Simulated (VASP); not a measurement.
# PbS (Cmc2_1) in VASP: a series of runs

The runs below take PbS through single point, with PBE.

All numbers are computed with VASP 6.6.1; they aren't measurements. Logs are shortened: lines on timing, memory, paths and dates and some standing lists are left out, and cuts for length are marked.

## 1. The cell of the first run

Symmetry: Cmc2_1, No. 36, orthorhombic system. Conventional cell: a = 4.030 Å, b = 6.986 Å, c = 7.406 Å, α = 90.00°, β = 90.00°, γ = 90.00°. Within 3.7 Å of Pb (site symmetry m) lie 6 S at 2.78 to 3.19 Å. Within 3.7 Å of S (site symmetry m) lie 6 Pb at 2.78 to 3.19 Å.

## 2. Single point, PBE

Contents of INCAR:

```
SYSTEM = PbS
ALGO = Normal
EDIFF = 1E-6
ENCUT = 520
GGA = PE
ISIF = 2
ISMEAR = 0
LASPH = .True.
LCHARG = .False.
LREAL = .False.
LWAVE = .False.
NBANDS = 28
NELM = 100
PREC = Accurate
SIGMA = 0.05
```

Contents of KPOINTS:

```
k-points
0
Gamma
  8 8 4
  0 0 0
```

Contents of POSCAR:

```
PbS
1.0
    2.0149516529     -3.4930368140      0.0000000000
    2.0149516529      3.4930368140      0.0000000000
    0.0000000000      0.0000000000      7.4056168500
Pb S
2 2
Direct
    0.0010316600      0.9989683400      0.4867318100
    0.9989683400      0.0010316600      0.9867318100
    0.6671454800      0.3328545200      0.6924681900
    0.3328545200      0.6671454800      0.1924681900
```

Potentials or basis: VASP PAW PBE potentials, release 64 (Pb_d, S).

The run is started by

```sh
$ cat potpaw_PBE.64/Pb_d/POTCAR potpaw_PBE.64/S/POTCAR > POTCAR
$ mpirun -np 1 vasp_std > vasp.out
```

OUTCAR:

```text
SYSTEM = PbS
   EDIFF = 1E-6
   ENCUT = 520
   GGA = PE
   ISIF = 2
   ISMEAR = 0
   LASPH = .True.
   LREAL = .False.
   NELM = 100
   PREC = Accurate

 ion  position               nearest neighbor table
   1  0.001  0.999  0.487-   3 2.78   3 2.78   3 2.79   4 3.18   4 3.19   4 3.19   2 3.70   2 3.70

   2  0.999  0.001  0.987-   4 2.78   4 2.78   4 2.79   3 3.18   3 3.19   3 3.19   1 3.70   1 3.70

   3  0.667  0.333  0.692-   1 2.78   1 2.78   1 2.79   2 3.18   2 3.19   2 3.19
   4  0.333  0.667  0.192-   2 2.78   2 2.78   2 2.79   1 3.18   1 3.19   1 3.19

  LATTYP: Found a base centered orthorhombic cell.
 ALAT       =     4.0299033058
 B/A-ratio  =     1.7335586236
 C/A-ratio  =     1.8376661394

  Lattice vectors:

 A1 = (   2.0149516529,  -3.4930368140,   0.0000000000)
 A2 = (   2.0149516529,   3.4930368140,   0.0000000000)
 A3 = (   0.0000000000,   0.0000000000,   7.4056168500)

Analysis of symmetry for initial positions (statically):
=====================================================================
 Subroutine PRICEL returns:
 Original cell was already a primitive cell.

 Routine SETGRP: Setting up the symmetry group for a
 base centered orthorhombic supercell.

 Subroutine GETGRP returns: Found  4 space group operations
 (whereof  2 operations were pure point group operations)
 out of a pool of  8 trial point group operations.

The static configuration has the point symmetry C_1h.
 The point group associated with its full space group is C_2v.

Analysis of symmetry for dynamics (positions and initial velocities):
=====================================================================
 Subroutine PRICEL returns:
 Original cell was already a primitive cell.

 Routine SETGRP: Setting up the symmetry group for a
 base centered orthorhombic supercell.

 Subroutine GETGRP returns: Found  4 space group operations
 (whereof  2 operations were pure point group operations)
 out of a pool of  8 trial point group operations.

The dynamic configuration has the point symmetry C_1h.
 The point group associated with its full space group is C_2v.

 Subroutine INISYM returns: Found  4 space group operations
 (whereof  2 operations are pure point group operations),
 and found     1 'primitive' translations

----------------------------------------------------------------------------------------

                                     Primitive cell

  volume of cell :     104.2459

  direct lattice vectors                    reciprocal lattice vectors
     2.014951653 -3.493036814  0.000000000     0.248144912 -0.143141921  0.000000000
     2.014951653  3.493036814  0.000000000     0.248144912  0.143141921  0.000000000
     0.000000000  0.000000000  7.405616850     0.000000000  0.000000000  0.135032641

  length of vectors
     4.032534730  4.032534730  7.405616850     0.286470778  0.286470778  0.135032641

  position of ions in fractional coordinates (direct lattice)
     0.001031660  0.998968340  0.486731810
     0.998968340  0.001031660  0.986731810
     0.667145480  0.332854520  0.692468190
     0.332854520  0.667145480  0.192468190

  ion indices of the primitive-cell ions
   primitive index   ion index
                 1           1
                 2           2
                 3           3
                 4           4

----------------------------------------------------------------------------------------

 KPOINTS: k-points

Automatic generation of k-mesh.
 Grid dimensions read from file:
 generate k-points for:    8    8    4

 Generating k-lattice:

  Cartesian coordinates                     Fractional coordinates (reciprocal lattice)
     0.031018114 -0.017892740  0.000000000     0.125000000  0.000000000  0.000000000
     0.031018114  0.017892740  0.000000000     0.000000000  0.125000000  0.000000000
     0.000000000  0.000000000  0.033758160     0.000000000  0.000000000  0.250000000

  Length of vectors
     0.035808847  0.035808847  0.033758160

  Shift w.r.t. Gamma in fractional coordinates (k-lattice)
     0.000000000  0.000000000  0.000000000

 Subroutine IBZKPT returns following result:
 ===========================================

 Found     63 irreducible k-points:

 Following reciprocal coordinates:
            Coordinates               Weight
  0.000000  0.000000  0.000000      1.000000
  0.125000  0.000000  0.000000      4.000000
  0.250000  0.000000  0.000000      4.000000
  0.375000 -0.000000  0.000000      4.000000
  0.500000  0.000000  0.000000      2.000000
  0.125000  0.125000  0.000000      2.000000
[... 16 lines left out ...]
  0.125000  0.000000  0.250000      8.000000
  0.250000  0.000000  0.250000      8.000000
 [... further k-points ...]
   k-points           NKPTS =     63   k-points in BZ     NKDIM =     63   number of bands    NBANDS=     28
   number of dos      NEDOS =    301   number of ions     NIONS =      4
   total plane-waves  NPLWV =  50400
   dimension x,y,z NGX =    30 NGY =   30 NGZ =   56
   dimension x,y,z NGXF=    60 NGYF=   60 NGZF=  112
   ions per type =               2   2
   NGX,Y,Z   is equivalent  to a cutoff of  12.37, 12.37, 12.57 a.u.
   NGXF,Y,Z  is equivalent  to a cutoff of  24.74, 24.74, 25.14 a.u.
 SYSTEM =  PbS
   PREC   = accura    normal or accurate (medium, high low for compatibility)
   ISTART =      0    job   : 0-new  1-cont  2-samecut
   ICHARG =      2    charge: 1-file 2-atom 10-const
   ISPIN  =      1    spin polarized calculation?
   LNONCOLLINEAR =      F non collinear calculations
   LSORBIT =      F    spin-orbit coupling
   LASPH  =      T    aspherical Exc in radial PAW
   ENCUT  =  520.0 eV  38.22 Ry    6.18 a.u.   7.50  7.50 13.77*2*pi/ulx,y,z
   NELM   =    100;   NELMIN=  2; NELMDL= -5     # of ELM steps
   EDIFF  = 0.1E-05   stopping-criterion for ELM
   LREAL  =      F    real-space projection
[... 7 lines left out ...]
   TEBEG  =    0.0;   TEEND  =   0.0 temperature during run
   PSTRESS=    0.0 pullay stress
   NELECT =      40.0000    total number of electrons
   NUPDOWN=      -1.0000    fix difference up-down
   EMIN   =  10.00;   EMAX   =-10.00  energy-range for DOS
   EFERMI =   0.00;   METHOD = LEGACY
   ISMEAR =     0;   SIGMA  =   0.05  broadening in eV -4-tet -1-fermi 0-gaus
   EFERMI_NEDOS =   21; number of points for ismear=-14 and -15
   IALGO  =     38    algorithm
   IMIX   =      4    mixing-type and parameters
     AMIX     =   0.40;   BMIX     =  1.00
     AMIX_MAG =   1.60;   BMIX_MAG =  1.00
  volume/ion in A,a.u.               =      26.06       175.87
  Fermi-wavevector in a.u.,A,eV,Ry     =   1.189621  2.248057 19.254927  1.415197
  Thomas-Fermi vector in A             =   2.325724
   LORBIT       =      0    0 simple, 1 ext, 2 COOP (PROOUT), +10 PAW based schemes
   GGA     = PE    functional components
   LHFCALC =     F    Hartree Fock is set to
   AEXX    =    0.0000 exact exchange contribution
   IVDW    =     0    specifies the selected vdW correction
   LEPSILON=     F    determine dielectric tensor
   LRPA    =     F    only Hartree local field effects (RPA)
 non-spin polarized calculation
 Gauss-broadening in eV      SIGMA  =   0.05
  energy-cutoff  :      520.00
  volume of cell :      104.25
 maximum number of plane-waves:      2831
 NGX is ok and might be reduce to    30
   NGX = 15   NGY = 15   NGZ = 27

 number of electron      39.9999994 magnetization

 Free energy of the ion-electron system (eV)
  ---------------------------------------------------
  ext. energy  EPLUGINS =         0.00000000
  ---------------------------------------------------
  free energy    TOTEN  =       -17.19695820 eV

  energy without entropy =      -17.19695820  energy(sigma->0) =      -17.19695820

 E-fermi :   6.0176     XC(G=0):  -9.6462

 val. band max:        5.8108061511   @ k =   0.3750   0.3750   0.0000
 cond. band min:       6.2638613668   @ k =   0.5000   0.5000   0.0000
 fundamental gap:      0.4530552157
 Fermi energy:         6.0175871435

 k-point     1 :       0.0000    0.0000    0.0000
  band No.  band energies     occupation
      1     -11.0820      2.00000
      2     -11.0299      2.00000
      3     -11.0295      2.00000
      4     -11.0107      2.00000
      5     -11.0103      2.00000
      6     -10.9819      2.00000
[... 20 lines left out ...]
     27      13.0105      0.00000
     28      13.6141      0.00000

 k-point     2 :       0.1250    0.0000    0.0000
  band No.  band energies     occupation
      1     -11.0771      2.00000
      2     -11.0490      2.00000
      3     -11.0216      2.00000
      4     -11.0162      2.00000
      5     -11.0002      2.00000
      6     -10.9899      2.00000
[... 20 lines left out ...]
     27      12.2652      0.00000
     28      12.8251      0.00000

 k-point     3 :       0.2500    0.0000    0.0000
  band No.  band energies     occupation
      1     -11.1029      2.00000
      2     -11.0633      2.00000
      3     -11.0330      2.00000
      4     -11.0109      2.00000
      5     -10.9992      2.00000
      6     -10.9759      2.00000
[... 20 lines left out ...]
     27      12.0358      0.00000
     28      13.2610      0.00000

 k-point     4 :       0.3750   -0.0000    0.0000
  band No.  band energies     occupation
      1     -11.1534      2.00000
      2     -11.0565      2.00000
      3     -11.0513      2.00000
      4     -11.0107      2.00000
      5     -11.0021      2.00000
      6     -10.9650      2.00000
[... 578 lines left out ...]
     27      13.0430      0.00000
     28      14.0704      0.00000

 k-point    23 :       0.1250    0.0000    0.2500
  band No.  band energies     occupation
      1     -11.0564      2.00000
      2     -11.0421      2.00000
      3     -11.0193      2.00000
      4     -11.0172      2.00000
      5     -11.0025      2.00000
      6     -10.9843      2.00000
[... 20 lines left out ...]
     27      12.6088      0.00000
     28      13.5434      0.00000

 k-point    24 :       0.2500    0.0000    0.2500
  band No.  band energies     occupation
      1     -11.0909      2.00000
      2     -11.0466      2.00000
      3     -11.0353      2.00000
      4     -11.0034      2.00000
      5     -10.9941      2.00000
      6     -10.9786      2.00000
[... 20 lines left out ...]
     27      12.0385      0.00000
     28      13.4368      0.00000

 [... further k-points ...]
[... 5 lines left out ...]
  --------------------------------------------------------------------------------------
  -------------------------------------------------------------------------------------
  Total        2.9741917      2.9515811      3.2344612      0.0000000      0.0000000      0.0000000
  in kB       45.7109776     45.3634703     49.7111149      0.0000000      0.0000000      0.0000000
  external PRESSURE =      46.9285209 kB  Pullay stress =       0.0000000 kB

 VOLUME and BASIS-vectors are now :
 -----------------------------------------------------------------------------
  energy-cutoff  :      520.00
  volume of cell :      104.25
      direct lattice vectors                 reciprocal lattice vectors
     2.014951653 -3.493036814  0.000000000     0.248144912 -0.143141921  0.000000000
     2.014951653  3.493036814  0.000000000     0.248144912  0.143141921  0.000000000
     0.000000000  0.000000000  7.405616850     0.000000000  0.000000000  0.135032641

 POSITION                                       TOTAL-FORCE (eV/Angst)
 -----------------------------------------------------------------------------------
      2.01495      3.48583      3.60455         0.000000      0.010077     -0.298615
      2.01495     -3.48583      7.30736         0.000000     -0.010077     -0.298615
      2.01495     -1.16769      5.12815         0.000000     -0.004933      0.298615
      2.01495      1.16769      1.42535         0.000000      0.004933      0.298615
 -----------------------------------------------------------------------------------
    total drift:                               -0.000000      0.000000     -0.002527

  FREE ENERGIE OF THE ION-ELECTRON SYSTEM (eV)
  ---------------------------------------------------
  free  energy   TOTEN  =       -17.1969582043 eV

  energy  without entropy=      -17.1969582042  energy(sigma->0) =      -17.19695820
```

It took 1.9 min on 1 thread of Intel Xeon Platinum 8488C (Sapphire Rapids), shared host; peak memory 0.31 GiB.

Results:

| Property | Result |
| --- | --- |
| Free energy | -17.1970 eV |
| Pressure | 4.7 GPa |
| Largest force | 0.299 eV/Å |
| Band gap on the k mesh | 0.45 eV, indirect (least direct gap 1.16 eV) |

Forces on the atoms (eV/Å):
```
Pb   0.000  0.010 -0.299
Pb   0.000 -0.010 -0.299
S    0.000 -0.005  0.299
S    0.000  0.005  0.299
```

Levels at points of the mesh, in eV from the valence-band top:
```tsv
k point	band 18	band 19	band 20	band 21	band 22	band 23
(0.00, 0.00, 0.00)	-1.63	-1.62	-0.04	1.12	3.54	3.54
(0.50, 0.00, 0.00)	-1.99	-1.59	-0.86	0.45	2.47	2.83
(0.50, 0.50, 0.00)	-1.99	-1.59	-0.85	0.45	2.48	2.84
(0.00, 0.00, 0.50)	-1.81	-1.36	-1.36	2.70	2.70	3.64
(0.50, 0.00, 0.50)	-2.67	-2.52	-2.52	2.42	2.42	3.40
(0.50, 0.50, 0.50)	-2.67	-2.52	-2.52	2.42	2.42	3.40
```

Caveat: spin-orbit coupling is left out, which moves the levels of the heavy elements. A k mesh can miss the band edges.

(Part 1 of 2 ends here.)
